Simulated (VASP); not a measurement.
Runs of VASP 6.6.1 on KF (Carobbiite). The structure is that of space group Fm-3m (No. 225), or close to it. The cells are those of the table. 

| level | cell | k mesh | gap on the mesh (eV) | pressure (GPa) |
| --- | --- | --- | --- | --- |
| PBE | a = 3.753 Å, angles 60.0°, 2 atoms | 6 × 6 × 6 | (a) | (b) |
| r2SCAN | a = 3.684 Å, angles 60.0°, 2 atoms | 8 × 8 × 8 | 7.26 | 2.6 |
| r2SCAN | a = 3.798 Å, angles 60.0°, 2 atoms | 8 × 8 × 8 | 6.75 | -1.0 |
| PBE | a = 3.907 Å, angles 60.0°, 2 atoms | 6 × 6 × 6 | 5.67 | -1.5 |
| r2SCAN | a = 3.722 Å, angles 60.0°, 2 atoms | 8 × 8 × 8 | 7.08 | 1.2 |
| PBE | a = 3.832 Å, angles 60.0°, 2 atoms | 6 × 6 × 6 | 5.95 | 0.0 |
| r2SCAN | a = 3.834 Å, angles 60.0°, 2 atoms | 8 × 8 × 8 | 6.60 | -1.8 |
| r2SCAN | a = 3.760 Å, angles 60.0°, 2 atoms | 8 × 8 × 8 | 6.91 | 0.0 |

Alike in all rows: task single point; potentials or basis VASP PAW PBE potentials, release 64 (K_sv, F); no spin polarisation; cutoff (eV) 520; smearing gaussian 0.01 eV.

Problem. Fill in the values left out.

Solution. (a) 6.27; (b) 2.2.

Caveats: the PAW data sets were made with another functional, which shifts forces and pressure a little (some runs).

A k mesh can miss the band edges.
